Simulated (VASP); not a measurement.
**Si3N4: single point with PBEsol**

Crystal: Si3N4.

```
Si N
1.0
     7.62472    0.00000    0.00000
    -3.81236    6.60320    0.00000
     0.00000    0.00000    2.91043
Si N
6 8
Direct
  0.17395 0.76757 0.25000
  0.23243 0.40638 0.25000
  0.59362 0.82605 0.25000
  0.82605 0.23243 0.75000
  0.76757 0.59362 0.75000
  0.40638 0.17395 0.75000
  0.33333 0.66667 0.25000
  0.66667 0.33333 0.75000
  0.33000 0.02962 0.25000
  0.97038 0.30038 0.25000
  0.69962 0.67000 0.25000
  0.67000 0.97038 0.75000
  0.02962 0.69962 0.75000
  0.30038 0.33000 0.75000
```

* Program: VASP 6.6.1
* Task: single point
* Functional: PBEsol
* Potentials or basis: VASP PAW PBE potentials, release 64 (Si, N)
* Cutoff: 520 eV
* k mesh: 4 × 4 × 8
* Occupations: fermi-dirac, width 0.05 eV
* Spin: no spin polarisation
* Dipole correction: no
* Further INCAR settings: ALGO = Normal; EDIFF = 1e-07; NBANDS = 45

```
Pressure               : 0.2 GPa
Largest force          : 0.004 eV/Å
Band gap on the k mesh : 4.19 eV, indirect (least direct gap 4.38 eV)
```

Forces in eV/Å, atoms in the order of the input:
```
Si  -0.003  0.001  0.000
Si   0.000 -0.003  0.000
Si   0.002  0.002  0.000
Si   0.003 -0.001  0.000
Si   0.000  0.003  0.000
Si  -0.002 -0.002  0.000
N    0.000  0.000  0.000
N    0.000  0.000  0.000
N    0.000 -0.004  0.000
N    0.004  0.002  0.000
N   -0.003  0.002  0.000
N    0.000  0.004  0.000
N   -0.004 -0.002  0.000
N    0.003 -0.002  0.000
```

Levels at points of the mesh, in eV from the valence-band top:
| k point | band 28 | band 29 | band 30 | band 31 | band 32 | band 33 | band 34 | band 35 | band 36 | band 37 |
| --- | --- | --- | --- | --- | --- | --- | --- | --- | --- | --- |
| (0.00, 0.00, 0.00) | -1.29 | -1.29 | -0.46 | -0.37 | -0.19 | 4.19 | 4.61 | 4.79 | 4.79 | 5.09 |
| (0.50, 0.00, 0.00) | -1.68 | -1.36 | -0.76 | -0.32 | -0.25 | 4.50 | 4.60 | 4.75 | 5.16 | 5.68 |
| (0.00, 0.00, 0.50) | -1.62 | -1.62 | -1.62 | -1.36 | -1.36 | 4.55 | 4.55 | 4.55 | 4.55 | 7.18 |
| (0.50, 0.00, 0.50) | -1.89 | -1.49 | -1.49 | -1.05 | -1.05 | 4.64 | 4.64 | 5.71 | 5.71 | 6.05 |

Run time: 3.8 min on 1 thread of Oxide Virtual Turin-like Processor (shared host), peak memory 0.28 GiB.

Caveat: the PAW data sets were made with another functional, which shifts forces and pressure a little. A k mesh can miss the band edges.
